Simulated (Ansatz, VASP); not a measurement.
Given: the input of a run of VASP 6.6.1 on HfO2.

File INCAR:

```
SYSTEM = HfO2
  ALGO = Normal
  EDIFF = 1E-7
  ENCUT = 520
  GGA = PE
  ISIF = 2
  ISMEAR = -1
  IVDW = 13
  LASPH = .TRUE.
  LCHARG = .TRUE.
  LELF = .TRUE.
  LREAL = .FALSE.
  LVHAR = .TRUE.
  LWAVE = .FALSE.
  NBANDS = 18
  NELM = 100
  PREC = Accurate
  SIGMA = 0.05
```

Contents of KPOINTS:

```
k-points
0
G
  9 9 9
  0 0 0
```

Contents of POSCAR:

```
HfO2
1.0
    0.0000000000      2.5229349520      2.5229349520
    2.5229349520      0.0000000000      2.5229349520
    2.5229349520      2.5229349520      0.0000000000
Hf O
1 2
Direct
    0.0000000000      0.0000000000      0.0000000000
    0.7500000000      0.7500000000      0.7500000000
    0.2500000000      0.2500000000      0.2500000000
```

Potentials or basis: VASP PAW PBE potentials, release 64 (Hf_pv, O).

Launch:

```sh
$ cat potpaw_PBE.64/Hf_pv/POTCAR potpaw_PBE.64/O/POTCAR > POTCAR
$ mpirun -np 1 vasp_std > vasp.out
```

Q: Set up the same calculation for Ansatz 0.2.0. Potentials there: Ansatz PAW.

A: As run (the cutoff follows the program's own potentials):

Contents of input.yaml:

```yaml
crystal:
  lattice:
    - [0.0, 2.522934952, 2.522934952]
    - [2.522934952, 0.0, 2.522934952]
    - [2.522934952, 2.522934952, 0.0]
  atoms:
    - { symbol: Hf, position: [0.0, 0.0, 0.0] }
    - { symbol: O, position: [0.75, 0.75, 0.75] }
    - { symbol: O, position: [0.25, 0.25, 0.25] }
hamiltonian:
  xc: pbe
  pseudopotentials: { kind: paw }
  dispersion: d4
kpoints:
  mp_grid: { grid: [9, 9, 9] }
scf:
  occupations: { method: fermi_dirac, width: 0.05 }
output:
  forces: true
  stress: true
  eigenvalues: true
```

Potentials or basis: Ansatz PAW.

The run is started by

```sh
$ ansatz run input.yaml --threads 2 --pin off --max-ram 5120MiB --backend cpu --events-out ev --progress --plain --runs-dir out
```

Both were run:

|  | VASP | Ansatz | Ansatz less VASP |
| --- | --- | --- | --- |
| gap on the k mesh at the Fermi level (eV) | 3.95 | 3.94 | -0.019 |
| least direct gap on the mesh (eV) | 4.07 | 4.05 | -0.019 |
| pressure (GPa) | 0.6 | 4.5 | +3.92 |

VASP's potentials hold 22 valence electrons a cell and Ansatz's 38, so a difference there can come from the potentials and not from the codes.

Neither program's run includes spin-orbit coupling. Noted on Ansatz's run: odd divisions of the mesh miss points on the zone boundary, where band edges often lie, so the gap on the mesh can be too wide.
